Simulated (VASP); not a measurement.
NbC:

```
Nb C
1.0
     0.00000    2.20000    2.20000
     2.20000    0.00000    2.20000
     2.20000    2.20000    0.00000
Nb C
1 1
Direct
  0.00000 0.00000 0.00000
  0.50000 0.50000 0.50000
```

Base run:

* Program: VASP 6.6.1
* Functional: PBE
* Potentials or basis: VASP PAW PBE potentials, release 64 (Nb_sv, C)
* Cutoff: 600 eV
* k mesh: 10 × 10 × 10
* Occupations: gaussian, width 0.05 eV
* Spin: no spin polarisation

Its results: pressure 18.7 GPa.

Problem. After a change of settings the same cell gave: pressure 21.5 GPa. Which change was it?
A. dispersion from none to D4
B. functional from PBE to PBEsol; dispersion from none to D3(BJ)
C. functional from PBE to revPBE
D. dispersion from none to D3(BJ)

Solution. C.

revPBE binds less tightly than PBE, so the same cell stands under more pressure.

Caveats: the PAW data sets were made with another functional, which shifts forces and pressure a little (some runs).
